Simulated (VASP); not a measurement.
# Sn (I4_1/amd) in VASP: notebook

Runs on Sn. Level: PBE. Tasks: single point.

Everything below comes from runs of VASP 6.6.1. Logs are shortened: lines on timing, memory, paths and dates and some standing lists are left out, and cuts for length are marked.

### 1 The cell of the first run

It takes space group I4_1/amd (No. 141, tetragonal). Conventional cell: a = 5.470 Å, b = 5.470 Å, c = 2.960 Å, α = 90.00°, β = 90.00°, γ = 90.00°. Within 3.7 Å of Sn (site symmetry -4m2) lie 10 Sn at 2.83 to 3.52 Å.

### 2 Single point, PBE

File INCAR:

```
SYSTEM = Sn
PREC = Accurate
ENCUT = 520
EDIFF = 1E-6
ISMEAR = -1
SIGMA = 0.05
LREAL = .FALSE.
LASPH = .TRUE.
NELM = 100
ALGO = Normal
ISIF = 2
LWAVE = .FALSE.
LCHARG = .FALSE.
GGA = PE
NBANDS = 21
```

File KPOINTS:

```
Automatic mesh
0
G
  13 13 13
  0 0 0
```

File POSCAR:

```
Sn
1.0
   -2.7348953599      2.7348953599      1.4799215434
    2.7348953599     -2.7348953599      1.4799215434
    2.7348953599      2.7348953599     -1.4799215434
Sn
2
Direct
   -0.3750000000     -0.1250000000     -0.2500000000
    0.3750000000      0.1250000000      0.2500000000
```

Potentials or basis: VASP PAW PBE potentials, release 64 (Sn_d).

The run is started by

```
cat potpaw_PBE.64/Sn_d/POTCAR > POTCAR
mpirun -np 1 vasp_std > vasp.out
```

OUTCAR:

```text
SYSTEM = Sn
   PREC = Accurate
   ENCUT = 520
   EDIFF = 1E-6
   ISMEAR = -1
   LREAL = .FALSE.
   LASPH = .TRUE.
   NELM = 100
   ISIF = 2
   GGA = PE

 ion  position               nearest neighbor table
   1  0.625  0.875  0.750-   2 2.83   2 2.83   2 2.83   2 2.83   2 3.52   2 3.52   2 3.52   2 3.52

   2  0.375  0.125  0.250-   1 2.83   1 2.83   1 2.83   1 2.83   1 3.52   1 3.52   1 3.52   1 3.52

  LATTYP: Found a body centered tetragonal cell.
 ALAT       =     5.4697907198
 C/A-ratio  =     0.5411254723

  Lattice vectors:

 A1 = (  -2.7348953599,   2.7348953599,   1.4799215434)
 A2 = (   2.7348953599,  -2.7348953599,   1.4799215434)
 A3 = (   2.7348953599,   2.7348953599,  -1.4799215434)

Analysis of symmetry for initial positions (statically):
=====================================================================
 Subroutine PRICEL returns:
 Original cell was already a primitive cell.

 Routine SETGRP: Setting up the symmetry group for a
 body centered tetragonal supercell.

 Subroutine GETGRP returns: Found 16 space group operations
 (whereof  4 operations were pure point group operations)
 out of a pool of 16 trial point group operations.

The static configuration has the point symmetry C_2h.
 The point group associated with its full space group is D_4h.

Analysis of symmetry for dynamics (positions and initial velocities):
=====================================================================
 Subroutine PRICEL returns:
 Original cell was already a primitive cell.

 Routine SETGRP: Setting up the symmetry group for a
 body centered tetragonal supercell.

 Subroutine GETGRP returns: Found 16 space group operations
 (whereof  4 operations were pure point group operations)
 out of a pool of 16 trial point group operations.

The dynamic configuration has the point symmetry C_2h.
 The point group associated with its full space group is D_4h.

 Subroutine INISYM returns: Found 16 space group operations
 (whereof  4 operations are pure point group operations),
 and found     1 'primitive' translations

----------------------------------------------------------------------------------------

                                     Primitive cell

  volume of cell :      44.2772

  direct lattice vectors                    reciprocal lattice vectors
    -2.734895360  2.734895360  1.479921543     0.000000000  0.182822351  0.337855748
     2.734895360 -2.734895360  1.479921543     0.182822351  0.000000000  0.337855748
     2.734895360  2.734895360 -1.479921543     0.182822351  0.182822351  0.000000000

  length of vectors
     4.141192224  4.141192224  4.141192224     0.384149084  0.384149084  0.258549849

  position of ions in fractional coordinates (direct lattice)
     0.625000000  0.875000000  0.750000000
     0.375000000  0.125000000  0.250000000

  ion indices of the primitive-cell ions
   primitive index   ion index
                 1           1
                 2           2

----------------------------------------------------------------------------------------

 KPOINTS: Automatic mesh

Automatic generation of k-mesh.
 Grid dimensions read from file:
 generate k-points for:   13   13   13

 Generating k-lattice:

  Cartesian coordinates                     Fractional coordinates (reciprocal lattice)
     0.000000000  0.014063258  0.025988904     0.076923077 -0.000000000  0.000000000
     0.014063258  0.000000000  0.025988904    -0.000000000  0.076923077  0.000000000
     0.014063258  0.014063258  0.000000000     0.000000000  0.000000000  0.076923077

  Length of vectors
     0.029549930  0.029549930  0.019888450

  Shift w.r.t. Gamma in fractional coordinates (k-lattice)
     0.000000000  0.000000000  0.000000000

 Subroutine IBZKPT returns following result:
 ===========================================

 Found    196 irreducible k-points:

 Following reciprocal coordinates:
            Coordinates               Weight
  0.000000  0.000000  0.000000      1.000000
  0.076923  0.000000  0.000000      8.000000
  0.153846  0.000000  0.000000      8.000000
  0.230769  0.000000 -0.000000      8.000000
  0.307692  0.000000  0.000000      8.000000
  0.384615  0.000000 -0.000000      8.000000
[... 16 lines left out ...]
  0.384615  0.153846 -0.000000     16.000000
  0.461538  0.153846  0.000000     16.000000
 [... further k-points ...]
   k-points           NKPTS =    196   k-points in BZ     NKDIM =    196   number of bands    NBANDS=     21
   number of dos      NEDOS =    301   number of ions     NIONS =      2
   total plane-waves  NPLWV =  32768
   dimension x,y,z NGX =    32 NGY =   32 NGZ =   32
   dimension x,y,z NGXF=    64 NGYF=   64 NGZF=   64
   ions per type =               2
   NGX,Y,Z   is equivalent  to a cutoff of  12.85, 12.85, 12.85 a.u.
   NGXF,Y,Z  is equivalent  to a cutoff of  25.69, 25.69, 25.69 a.u.
 SYSTEM =  Sn
   PREC   = accura    normal or accurate (medium, high low for compatibility)
   ISTART =      0    job   : 0-new  1-cont  2-samecut
   ICHARG =      2    charge: 1-file 2-atom 10-const
   ISPIN  =      1    spin polarized calculation?
   LNONCOLLINEAR =      F non collinear calculations
   LSORBIT =      F    spin-orbit coupling
   LASPH  =      T    aspherical Exc in radial PAW
   ENCUT  =  520.0 eV  38.22 Ry    6.18 a.u.   7.70  7.70  7.70*2*pi/ulx,y,z
   NELM   =    100;   NELMIN=  2; NELMDL= -5     # of ELM steps
   EDIFF  = 0.1E-05   stopping-criterion for ELM
   LREAL  =      F    real-space projection
   EDIFFG = 0.1E-04   stopping-criterion for IOM
   NSW    =      0    number of steps for IOM
   IBRION =     -1    ionic relax: 0-MD 1-quasi-New 2-CG
   NFREE  =      0    steps in history (QN), initial steepest desc. (CG)
   ISIF   =      2    stress and relaxation
   ISYM   =      2    0-nonsym 1-usesym 2-fastsym
   POTIM  = 0.5000    time-step for ionic-motion
   TEBEG  =    0.0;   TEEND  =   0.0 temperature during run
   PSTRESS=    0.0 pullay stress
   NELECT =      28.0000    total number of electrons
   NUPDOWN=      -1.0000    fix difference up-down
   EMIN   =  10.00;   EMAX   =-10.00  energy-range for DOS
   EFERMI =   0.00;   METHOD = LEGACY
   ISMEAR =    -1;   SIGMA  =   0.05  broadening in eV -4-tet -1-fermi 0-gaus
   EFERMI_NEDOS =   21; number of points for ismear=-14 and -15
   IALGO  =     38    algorithm
   IMIX   =      4    mixing-type and parameters
     AMIX     =   0.40;   BMIX     =  1.00
     AMIX_MAG =   1.60;   BMIX_MAG =  1.00
  volume/ion in A,a.u.               =      22.14       149.40
  Fermi-wavevector in a.u.,A,eV,Ry     =   1.405187  2.655418 26.865392  1.974551
  Thomas-Fermi vector in A             =   2.527673
   LORBIT       =      0    0 simple, 1 ext, 2 COOP (PROOUT), +10 PAW based schemes
   GGA     = PE    functional components
   LHFCALC =     F    Hartree Fock is set to
   AEXX    =    0.0000 exact exchange contribution
   IVDW    =     0    specifies the selected vdW correction
   LEPSILON=     F    determine dielectric tensor
   LRPA    =     F    only Hartree local field effects (RPA)
 non-spin polarized calculation
  energy-cutoff  :      520.00
  volume of cell :       44.28
 maximum number of plane-waves:      1210
   NGX = 15   NGY = 15   NGZ = 15

 number of electron      28.0000000 magnetization

 Free energy of the ion-electron system (eV)
  ---------------------------------------------------
  ext. energy  EPLUGINS =         0.00000000
  ---------------------------------------------------
  free energy    TOTEN  =        -6.95175089 eV

  energy without entropy =       -6.94522586  energy(sigma->0) =       -6.94848837

 E-fermi :  10.7629     XC(G=0): -11.3022

 val. band max:       10.7600988975   @ k =   0.3846   0.0769   0.0769
 cond. band min:      10.7918181956   @ k =  -0.1538   0.3846   0.0769
 fundamental gap:      0.0317192981
 Fermi energy:        10.7629222681

 k-point     1 :       0.0000    0.0000    0.0000
  band No.  band energies     occupation
      1     -11.3147      2.00000
      2     -11.1653      2.00000
      3     -11.1179      2.00000
      4     -11.0870      2.00000
      5     -10.7880      2.00000
      6     -10.7880      2.00000
[... 13 lines left out ...]
     20      21.6286      0.00000
     21      22.3864      0.00000

 k-point     2 :       0.0769    0.0000    0.0000
  band No.  band energies     occupation
      1     -11.3083      2.00000
      2     -11.1436      2.00000
      3     -11.1093      2.00000
      4     -11.0600      2.00000
      5     -10.8077      2.00000
      6     -10.8054      2.00000
[... 13 lines left out ...]
     20      20.8470      0.00000
     21      20.9302      0.00000

 k-point     3 :       0.1538    0.0000    0.0000
  band No.  band energies     occupation
      1     -11.2886      2.00000
      2     -11.0868      2.00000
      3     -11.0854      2.00000
      4     -10.9933      2.00000
      5     -10.8485      2.00000
      6     -10.8279      2.00000
[... 13 lines left out ...]
     20      19.6145      0.00000
     21      19.7414      0.00000

 k-point     4 :       0.2308    0.0000   -0.0000
  band No.  band energies     occupation
      1     -11.2590      2.00000
      2     -11.0524      2.00000
      3     -11.0243      2.00000
      4     -10.9401      2.00000
      5     -10.8960      2.00000
      6     -10.8209      2.00000
[... 13 lines left out ...]
     20      18.6409      0.00000
     21      20.1014      0.00000

 k-point     5 :       0.3077    0.0000    0.0000
  band No.  band energies     occupation
      1     -11.2284      2.00000
      2     -11.0266      2.00000
      3     -10.9957      2.00000
      4     -10.9566      2.00000
      5     -10.9301      2.00000
      6     -10.8425      2.00000
[... 13 lines left out ...]
     20      17.9815      0.00000
     21      21.0769      0.00000

 k-point     6 :       0.3846    0.0000   -0.0000
  band No.  band energies     occupation
      1     -11.2037      2.00000
      2     -11.0320      2.00000
      3     -11.0157      2.00000
      4     -10.9762      2.00000
      5     -10.9250      2.00000
      6     -10.8691      2.00000
[... 13 lines left out ...]
     20      18.5205      0.00000
     21      22.3098      0.00000

 k-point     7 :       0.4615    0.0000   -0.0000
  band No.  band energies     occupation
      1     -11.1868      2.00000
      2     -11.0551      2.00000
      3     -11.0466      2.00000
      4     -10.9681      2.00000
      5     -10.9064      2.00000
      6     -10.8845      2.00000
[... 13 lines left out ...]
     20      20.3462      0.00000
     21      22.0962      0.00000
[... 291 lines left out ...]
      1     -11.2481      2.00000
      2     -11.0339      2.00000
      3     -11.0037      2.00000
      4     -10.9228      2.00000
      5     -10.8873      2.00000
      6     -10.8718      2.00000
[... 13 lines left out ...]
     20      18.7896      0.00000
     21      19.2781      0.00000

 k-point    21 :       0.2308    0.1538   -0.0000
  band No.  band energies     occupation
      1     -11.2284      2.00000
      2     -11.0333      2.00000
      3     -11.0029      2.00000
      4     -10.9361      2.00000
      5     -10.9164      2.00000
      6     -10.8947      2.00000
[... 13 lines left out ...]
     20      18.6717      0.00000
     21      20.0552      0.00000

 k-point    22 :       0.3077    0.1538   -0.0000
  band No.  band energies     occupation
      1     -11.2124      2.00000
      2     -11.0554      2.00000
      3     -10.9930      2.00000
      4     -10.9685      2.00000
      5     -10.9109      2.00000
      6     -10.8920      2.00000
[... 13 lines left out ...]
     20      19.3644      0.00000
     21      21.2501      0.00000

 k-point    23 :       0.3846    0.1538   -0.0000
  band No.  band energies     occupation
      1     -11.1936      2.00000
      2     -11.0639      2.00000
      3     -11.0236      2.00000
      4     -10.9501      2.00000
      5     -10.9135      2.00000
      6     -10.8688      2.00000
[... 13 lines left out ...]
     20      20.3857      0.00000
     21      21.7166      0.00000

 k-point    24 :       0.4615    0.1538    0.0000
  band No.  band energies     occupation
      1     -11.1782      2.00000
      2     -11.0579      2.00000
      3     -11.0256      2.00000
      4     -10.9510      2.00000
      5     -10.9023      2.00000
      6     -10.8617      2.00000
[... 13 lines left out ...]
     20      20.4599      0.00000
     21      21.0877      0.00000

 [... further k-points ...]

------------------------ aborting loop because EDIFF is reached ----------------------------------------

  FORCE on cell =-STRESS in cart. coord.  units (eV):
  Direction    XX          YY          ZZ          XY          YZ          ZX
  --------------------------------------------------------------------------------------
  -------------------------------------------------------------------------------------
  Total        5.9741256      5.9741256      5.9618681     -0.0000000      0.0000000     -0.0000000
  in kB      216.1746761    216.1746761    215.7311368     -0.0000000      0.0000000     -0.0000000
  external PRESSURE =     216.0268297 kB  Pullay stress =       0.0000000 kB

 VOLUME and BASIS-vectors are now :
 -----------------------------------------------------------------------------
  energy-cutoff  :      520.00
  volume of cell :       44.28
      direct lattice vectors                 reciprocal lattice vectors
    -2.734895360  2.734895360  1.479921543     0.000000000  0.182822351  0.337855748
     2.734895360 -2.734895360  1.479921543     0.182822351  0.000000000  0.337855748
     2.734895360  2.734895360 -1.479921543     0.182822351  0.182822351  0.000000000

 POSITION                                       TOTAL-FORCE (eV/Angst)
 -----------------------------------------------------------------------------------
      2.73490      1.36745      1.10994         0.000000      0.000000     -0.000000
     -0.00000      1.36745      0.36998        -0.000000     -0.000000      0.000000
 -----------------------------------------------------------------------------------
    total drift:                                0.000000     -0.000000      0.000000

  FREE ENERGIE OF THE ION-ELECTRON SYSTEM (eV)
  ---------------------------------------------------
  free  energy   TOTEN  =        -6.9517508883 eV

  energy  without entropy=       -6.9452258589  energy(sigma->0) =       -6.94848837
```

Run time: 54 s. Hardware: 1 thread of Intel Xeon 6975P-C (Granite Rapids), shared host; peak memory 0.27 GiB.

Results:

| Property | Result |
| --- | --- |
| Free energy | -6.9518 eV |
| Pressure | 21.6 GPa |
| Band gap on the k mesh | zero (bands 14 and 15 overlap by 5.21 eV) |

Caveat: the cell stands under pressure; spin-orbit coupling is left out, which moves the levels of the heavy elements.

### 3 Single point, PBE (22.14 Å³/atom)

File INCAR:

```
PREC = Accurate ; ENCUT = 520
EDIFF = 1E-6 ; ISMEAR = -1
SIGMA = 0.05 ; LREAL = F
LASPH = T ; NELM = 80
ALGO = Normal ; ISIF = 2
LWAVE = F ; LCHARG = F
GGA = PE ; NBANDS = 21
```

File KPOINTS:

```
regular mesh
0
Gamma
  13 13 13
```

POSCAR is that of step 2.

Potentials or basis: VASP PAW PBE potentials, release 64 (Sn_d).

The run is started by

```
cat potpaw_PBE.64/Sn_d/POTCAR > POTCAR
mpirun -np 1 vasp_std > vasp.out
```

It took 78 s on 1 thread of AMD EPYC 9R45 (Zen 5), shared host; peak memory 0.24 GiB.

The run converged. Its results:

| Item | Value |
| --- | --- |
| Free energy | -6.9518 eV |
| Pressure | 21.6 GPa |
| Band gap on the k mesh | zero (bands 14 and 15 overlap by 5.21 eV) |

Levels at points of the mesh, in eV from the Fermi level:
| k point | band 10 | band 11 | band 12 | band 13 | band 14 | band 15 | band 16 | band 17 | band 18 | band 19 |
| --- | --- | --- | --- | --- | --- | --- | --- | --- | --- | --- |
| (0.00, 0.00, 0.00) | -21.21 | -12.83 | -3.05 | -2.61 | -2.61 | 2.62 | 7.21 | 7.21 | 8.50 | 8.60 |

Caveat: the cell stands under pressure; spin-orbit coupling is left out, which moves the levels of the heavy elements.

### 4 Single point, PBE

This run uses another cell than the first one, of 24.98 Å³/atom.

File INCAR:

```
ALGO     = Normal         # electronic algorithm
EDIFF    = 1E-6           # SCF threshold, eV
ENCUT    = 520            # plane-wave cutoff, eV
GGA      = PE             # functional
ISIF     = 2              # what is computed and relaxed
ISMEAR   = -1             # smearing method
LASPH    = True           # aspherical terms in the spheres
LCHARG   = False          # write CHGCAR
LREAL    = False          # projectors in reciprocal space
LWAVE    = False          # write WAVECAR
NBANDS   = 21             # bands
NELM     = 60             # most SCF steps
PREC     = Accurate       # precision mode
SIGMA    = 0.05           # smearing width, eV
```

File KPOINTS:

```
k-points
0
Gamma
  13 13 13
```

File POSCAR:

```
Sn
1.0
   -2.8449954717      2.8449954717      1.5429257663
    2.8449954717     -2.8449954717      1.5429257663
    2.8449954717      2.8449954717     -1.5429257663
Sn
2
Direct
   -0.3750000000     -0.1250000000     -0.2500000000
    0.3750000000      0.1250000000      0.2500000000
```

The run is started by

```
cat potpaw_PBE.64/Sn_d/POTCAR > POTCAR
mpirun -np 1 vasp_std > vasp.out
```

Run time: 1.7 min. Hardware: 1 thread of AMD EPYC 9R45 (Zen 5), shared host; peak memory 0.26 GiB.

It converged, with:

| Quantity | Value |
| --- | --- |
| Free energy | -7.4606 eV |
| Pressure | 8.3 GPa |
| Band gap on the k mesh | zero (bands 14 and 15 overlap by 4.56 eV) |

Levels at points of the mesh, in eV from the Fermi level:
```
           k point  band 10  band 11  band 12  band 13  band 14  band 15  band 16  band 17  band 18  band 19
(0.00, 0.00, 0.00)   -21.15   -11.76    -3.40    -2.21    -2.21     2.85     6.63     6.63     7.53     7.64
```

Caveat: the cell stands under pressure; spin-orbit coupling is left out, which moves the levels of the heavy elements.

### 5 Single point, PBE (24.98 Å³/atom)

This run uses another cell than the first one, of 24.98 Å³/atom.

File INCAR:

```
SYSTEM = Sn
PREC     = Accurate       ! precision mode
ENCUT    = 520            ! plane-wave cutoff, eV
EDIFF    = 1E-6           ! SCF threshold, eV
ISMEAR   = -1             ! smearing method
SIGMA    = 0.05           ! smearing width, eV
LREAL    = .False.        ! projectors in reciprocal space
LASPH    = .True.         ! aspherical terms in the spheres
NELM     = 60             ! most SCF steps
ALGO     = Normal         ! electronic algorithm
ISIF     = 2              ! what is computed and relaxed
LWAVE    = .False.        ! write WAVECAR
LCHARG   = .False.        ! write CHGCAR
GGA      = PE             ! functional
NBANDS   = 21             ! bands
```

File KPOINTS:

```
regular mesh
0
Gamma
  13 13 13
  0 0 0
```

File POSCAR:

```
Sn
1.0
   -2.8449954717      2.8449954717      1.5429257662
    2.8449954717     -2.8449954717      1.5429257662
    2.8449954717      2.8449954717     -1.5429257662
Sn
2
Direct
   -0.3750000000     -0.1250000000     -0.2500000000
    0.3750000000      0.1250000000      0.2500000000
```

The run is started by

```
cat potpaw_PBE.64/Sn_d/POTCAR > POTCAR
mpirun -np 1 vasp_std > vasp.out
```

Run time: 1.7 min. Hardware: 1 thread of AMD EPYC 9R45 (Zen 5), shared host; peak memory 0.26 GiB.

The run converged. Its results:

```yaml
Free_energy: -7.4606 eV
Pressure: 8.3 GPa
Band_gap_on_the_k_mesh: zero (bands 14 and 15 overlap by 4.56 eV)
```

Levels at points of the mesh, in eV from the Fermi level:
| k point | band 11 | band 12 | band 13 | band 14 | band 15 | band 16 | band 17 | band 18 |
| --- | --- | --- | --- | --- | --- | --- | --- | --- |
| (0.00, 0.00, 0.00) | -11.76 | -3.40 | -2.21 | -2.21 | 2.85 | 6.63 | 6.63 | 7.53 |

Caveat: the cell stands under pressure; spin-orbit coupling is left out, which moves the levels of the heavy elements.
